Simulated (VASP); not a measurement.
# Ga (P3_121) in VASP: a series of runs, part 2 of 2

VASP 6.6.1.

## 3. Relaxation of cell and atoms, PBEsol

Contents of INCAR:

```
SYSTEM = Ga
ALGO = Normal ; EDIFF = 1E-6
EDIFFG = -0.04 ; ENCUT = 600
GGA = PS ; IBRION = 2
ISIF = 3 ; ISMEAR = 0
LASPH = .TRUE. ; LCHARG = .FALSE.
LREAL = .FALSE. ; LWAVE = .FALSE.
NELM = 60 ; NSW = 90
PREC = Accurate ; SIGMA = 0.1
```

Contents of KPOINTS:

```
k-points
0
G
  6 6 4
  0 0 0
```

Contents of POSCAR:

```
Ga
1.0
    3.9088419701      0.0000000000      0.0000000000
   -1.9544209851      3.3851564455      0.0000000000
    0.0000000000      0.0000000000      4.4347120631
Ga
3
Direct
    0.2254000000      0.0000000000      0.3333333333
    0.0000000000      0.2254000000      0.6666666667
    0.7746000000      0.7746000000      0.0000000000
```

Potentials or basis: VASP PAW PBE potentials, release 64 (Ga_d).

The run is started by

```console
$ cat potpaw_PBE.64/Ga_d/POTCAR > POTCAR
$ mpirun -np 1 vasp_std > vasp.out
```

OUTCAR:

```text
SYSTEM = Ga
   EDIFF = 1E-6
   EDIFFG = -0.04
   ENCUT = 600
   GGA = PS
   IBRION = 2
   ISIF = 3
   ISMEAR = 0
   LASPH = .TRUE.
   LREAL = .FALSE.
   NELM = 60
   NSW = 90
   PREC = Accurate

 ion  position               nearest neighbor table
   1  0.225  0.000  0.333-   3 2.12   2 2.12
   2  0.000  0.225  0.667-   3 2.12   1 2.12
   3  0.775  0.775  0.000-   1 2.12   2 2.12

  LATTYP: Found a hexagonal cell.
 ALAT       =     3.9088419701
 C/A-ratio  =     1.1345334749

  Lattice vectors:

 A1 = (   3.9088419701,   0.0000000000,   0.0000000000)
 A2 = (  -1.9544209851,   3.3851564455,   0.0000000000)
 A3 = (   0.0000000000,   0.0000000000,   4.4347120631)

Analysis of symmetry for initial positions (statically):
=====================================================================
 Subroutine PRICEL returns:
 Original cell was already a primitive cell.

 Routine SETGRP: Setting up the symmetry group for a
 hexagonal supercell.

 Subroutine GETGRP returns: Found  6 space group operations
 (whereof  2 operations were pure point group operations)
 out of a pool of 24 trial point group operations.

The static configuration has the point symmetry C_2 .
 The point group associated with its full space group is D_3 .

Analysis of symmetry for dynamics (positions and initial velocities):
=====================================================================
 Subroutine PRICEL returns:
 Original cell was already a primitive cell.

 Routine SETGRP: Setting up the symmetry group for a
 hexagonal supercell.

 Subroutine GETGRP returns: Found  6 space group operations
 (whereof  2 operations were pure point group operations)
 out of a pool of 24 trial point group operations.

The dynamic configuration has the point symmetry C_2 .
 The point group associated with its full space group is D_3 .

 Subroutine INISYM returns: Found  6 space group operations
 (whereof  2 operations are pure point group operations),
 and found     1 'primitive' translations

----------------------------------------------------------------------------------------

                                     Primitive cell

  volume of cell :      58.6803

  direct lattice vectors                    reciprocal lattice vectors
     3.908841970  0.000000000  0.000000000     0.255830245  0.147703661  0.000000000
    -1.954420985  3.385156445  0.000000000     0.000000000  0.295407322  0.000000000
     0.000000000  0.000000000  4.434712063     0.000000000  0.000000000  0.225493783

  length of vectors
     3.908841970  3.908841970  4.434712063     0.295407322  0.295407322  0.225493783

  position of ions in fractional coordinates (direct lattice)
     0.225400000  0.000000000  0.333333333
     0.000000000  0.225400000  0.666666667
     0.774600000  0.774600000  0.000000000

  ion indices of the primitive-cell ions
   primitive index   ion index
                 1           1
                 2           2
                 3           3

----------------------------------------------------------------------------------------

 KPOINTS: k-points

Automatic generation of k-mesh.
[... 49 lines left out ...]
   total plane-waves  NPLWV =  36864
   dimension x,y,z NGX =    32 NGY =   32 NGZ =   36
   dimension x,y,z NGXF=    64 NGYF=   64 NGZF=   72
   ions per type =               3
   NGX,Y,Z   is equivalent  to a cutoff of  13.61, 13.61, 13.50 a.u.
   NGXF,Y,Z  is equivalent  to a cutoff of  27.22, 27.22, 26.99 a.u.
 SYSTEM =  Ga
   PREC   = accura    normal or accurate (medium, high low for compatibility)
   ISTART =      0    job   : 0-new  1-cont  2-samecut
   ICHARG =      2    charge: 1-file 2-atom 10-const
   ISPIN  =      1    spin polarized calculation?
   LNONCOLLINEAR =      F non collinear calculations
   LSORBIT =      F    spin-orbit coupling
   LASPH  =      T    aspherical Exc in radial PAW
   ENCUT  =  600.0 eV  44.10 Ry    6.64 a.u.   7.81  7.81  8.86*2*pi/ulx,y,z
   NELM   =     60;   NELMIN=  2; NELMDL= -5     # of ELM steps
   EDIFF  = 0.1E-05   stopping-criterion for ELM
   LREAL  =      F    real-space projection
   EDIFFG = -.4E-01   stopping-criterion for IOM
   NSW    =     90    number of steps for IOM
   IBRION =      2    ionic relax: 0-MD 1-quasi-New 2-CG
   NFREE  =      1    steps in history (QN), initial steepest desc. (CG)
   ISIF   =      3    stress and relaxation
   ISYM   =      2    0-nonsym 1-usesym 2-fastsym
   POTIM  = 0.5000    time-step for ionic-motion
   TEBEG  =    0.0;   TEEND  =   0.0 temperature during run
   PSTRESS=    0.0 pullay stress
   NELECT =      39.0000    total number of electrons
   NUPDOWN=      -1.0000    fix difference up-down
   EMIN   =  10.00;   EMAX   =-10.00  energy-range for DOS
   EFERMI =   0.00;   METHOD = LEGACY
   ISMEAR =     0;   SIGMA  =   0.10  broadening in eV -4-tet -1-fermi 0-gaus
   EFERMI_NEDOS =   21; number of points for ismear=-14 and -15
   IALGO  =     38    algorithm
   IMIX   =      4    mixing-type and parameters
     AMIX     =   0.40;   BMIX     =  1.00
     AMIX_MAG =   1.60;   BMIX_MAG =  1.00
  volume/ion in A,a.u.               =      19.56       132.00
  Fermi-wavevector in a.u.,A,eV,Ry     =   1.428671  2.699797 27.770868  2.041101
  Thomas-Fermi vector in A             =   2.548708
   LORBIT       =      0    0 simple, 1 ext, 2 COOP (PROOUT), +10 PAW based schemes
   GGA     = PS    functional components
   LHFCALC =     F    Hartree Fock is set to
   AEXX    =    0.0000 exact exchange contribution
   IVDW    =     0    specifies the selected vdW correction
   LEPSILON=     F    determine dielectric tensor
   LRPA    =     F    only Hartree local field effects (RPA)
 conjugate gradient relaxation of ions
 non-spin polarized calculation
 Gauss-broadening in eV      SIGMA  =   0.10
  energy-cutoff  :      600.00
  volume of cell :       58.68
 maximum number of plane-waves:      1974
 NGX is ok and might be reduce to    32
   NGX = 15   NGY = 15   NGZ = 17

--------------------------------------- Ionic step        1  -------------------------------------------

 number of electron      38.9999991 magnetization

 Free energy of the ion-electron system (eV)
  ---------------------------------------------------
  ext. energy  EPLUGINS =         0.00000000
  ---------------------------------------------------
  free energy    TOTEN  =        -7.37619809 eV

  energy without entropy =       -7.36909110  energy(sigma->0) =       -7.37264459

------------------------ aborting loop because EDIFF is reached ----------------------------------------

  FORCE on cell =-STRESS in cart. coord.  units (eV):
  Direction    XX          YY          ZZ          XY          YZ          ZX
  --------------------------------------------------------------------------------------
  -------------------------------------------------------------------------------------
  Total        3.2873357      3.2873357     12.0738959     -0.0000000     -0.0000000     -0.0000000
  in kB       89.7557658     89.7557658    329.6595989     -0.0000000     -0.0000000     -0.0000000
  external PRESSURE =     169.7237102 kB  Pullay stress =       0.0000000 kB
[... 92 lines left out ...]
  FREE ENERGIE OF THE ION-ELECTRON SYSTEM (eV)
  ---------------------------------------------------
  free  energy   TOTEN  =        -9.2013852226 eV

  energy  without entropy=       -9.1924820422  energy(sigma->0) =       -9.19693363

 E-fermi :   3.3287     XC(G=0):  -9.9262

 val. band max:        3.2919115119   @ k =   0.1667   0.1667   0.5000
 cond. band min:       3.3888873333   @ k =   0.3333   0.0000   0.0000
 fundamental gap:      0.0969758215
 Fermi energy:         3.3287035623

 k-point     1 :       0.0000    0.0000    0.0000
  band No.  band energies     occupation
      1     -11.7303      2.00000
      2     -11.7303      2.00000
      3     -11.5568      2.00000
      4     -11.5568      2.00000
      5     -11.5546      2.00000
      6     -11.4673      2.00000
[... 613 lines left out ...]
     22       8.9200      0.00000
     23      10.2659      0.00000

[... ionic steps 4 to 15 ...]

--------------------------------------- Ionic step       16  -------------------------------------------

 number of electron      39.0000008 magnetization

------------------------ aborting loop because EDIFF is reached ----------------------------------------
[... 69 lines left out ...]
--------------------------------------- Ionic step       18  -------------------------------------------

 number of electron      38.9999995 magnetization

 Free energy of the ion-electron system (eV)
  ---------------------------------------------------
  ext. energy  EPLUGINS =         0.00000000
  ---------------------------------------------------
  free energy    TOTEN  =        -9.98759896 eV

  energy without entropy =       -9.98721193  energy(sigma->0) =       -9.98740545

 E-fermi :   5.4060     XC(G=0): -11.1977

 val. band max:        5.2549684088   @ k =   0.0000   0.0000   0.5000
 cond. band min:       5.5747860117   @ k =   0.1667   0.0000   0.5000
 fundamental gap:      0.3198176029
 Fermi energy:         5.4060121611

 k-point     1 :       0.0000    0.0000    0.0000
  band No.  band energies     occupation
      1      -9.7492      2.00000
      2      -9.7492      2.00000
      3      -9.5025      2.00000
      4      -9.5025      2.00000
      5      -9.4728      2.00000
      6      -9.4727      2.00000
[... 643 lines left out ...]
  FREE ENERGIE OF THE ION-ELECTRON SYSTEM (eV)
  ---------------------------------------------------
  free  energy   TOTEN  =        -9.9875989644 eV

  energy  without entropy=       -9.9872119327  energy(sigma->0) =       -9.98740545

 reached required accuracy - stopping structural energy minimisation
```

CONTCAR:

```text
Ga
   1.00000000000000
     3.4709979139676141    0.0000000000074635    0.0000000000000001
    -1.7354989570217427    3.0059723699841969   -0.0000000000000001
     0.0000000000000001    0.0000000000000000    5.3140247065157933
  Ga
     3
Direct
     0.3337551067233228    0.9999999999999148    0.3333333332999970
     0.9999999999999792    0.3337551067234510    0.6666666667000030
     0.6662448932766984    0.6662448932766343    0.0000000000000000

  0.00000000E+00  0.00000000E+00  0.00000000E+00
  0.00000000E+00  0.00000000E+00  0.00000000E+00
  0.00000000E+00  0.00000000E+00  0.00000000E+00
```

Run time: 3.1 min. Hardware: 1 thread of Intel Xeon 6975P-C (Granite Rapids), shared host; peak memory 0.2 GiB.

What came out:

```
Free energy                            : -9.9876 eV
Relaxed volume                         : 18.48 Å³/atom
Relaxed cell                           : a = 3.471 Å, b = 3.471 Å, c = 5.314 Å, α = 90.00°, β = 90.00°, γ = 120.00°
Space group after relaxing (to 0.05 Å) : R-3m (No. 166)
Energy gained by relaxing              : 870.5 meV/atom
Ionic steps                            : 18
Pressure after relaxing                : -0.1 GPa
Largest force after relaxing           : 0.005 eV/Å
```

Forces in eV/Å, atoms in the order of the input:
```
Ga  -0.005  0.000  0.000
Ga   0.003 -0.004  0.000
Ga   0.003  0.004  0.000
```

Stress tensor (GPa, compression positive):
```
-0.31  0.00  0.00
 0.00 -0.31  0.00
 0.00  0.00  0.22
```

The path:
```csv
step,energy change (eV),largest force (eV/Å),pressure (GPa),volume (Å³)
1,0.0000,5.3342,16.97,58.68
2,-1.6901,0.2041,-7.61,77.68
3,-1.8252,0.8205,-4.89,70.97
4,-1.8275,0.7338,-5.28,71.58
5,-2.1218,0.6858,-3.71,65.30
6,-2.3972,0.5540,1.99,55.63
7,-2.3963,0.4918,4.20,53.83
8,-2.3999,0.5223,3.11,54.64
9,-2.5071,0.0949,1.51,55.06
10,-2.5828,0.1803,0.38,55.56
11,-2.5939,0.1479,-1.30,56.18
12,-2.5954,0.1581,-1.11,56.02
13,-2.5994,0.1250,0.63,54.63
14,-2.6003,0.1391,0.09,55.12
15,-2.6064,0.1047,0.47,54.97
16,-2.6089,0.0711,0.59,54.83
17,-2.6092,0.0557,0.61,54.78
18,-2.6114,0.0051,-0.14,55.45
```

Final structure:
```
CELL_PARAMETERS angstrom
3.47100 0.00000 0.00000
-1.73550 3.00597 0.00000
0.00000 0.00000 5.31402
ATOMIC_POSITIONS crystal
Ga 0.33376 0.00000 0.33333
Ga 0.00000 0.33376 0.66667
Ga 0.66624 0.66624 0.00000
```

Levels at points of the mesh, in eV from the Fermi level:
```
           k point  band 16  band 17  band 18  band 19  band 20  band 21  band 22  band 23
(0.00, 0.00, 0.00)   -11.19    -5.78    -5.78     4.75     4.76     4.76     4.76     7.87
(0.50, 0.00, 0.00)    -7.01    -7.00    -1.90    -1.65    -1.04    -1.03     0.69     4.76
(0.00, 0.00, 0.50)    -9.84    -9.84    -0.15     2.15     4.44     4.44     6.63     6.64
(0.50, 0.00, 0.50)    -6.23    -5.66    -5.66    -4.50     2.23     2.24     3.15     3.15
```

Caveat: the PAW data sets were made with another functional, which shifts forces and pressure a little.
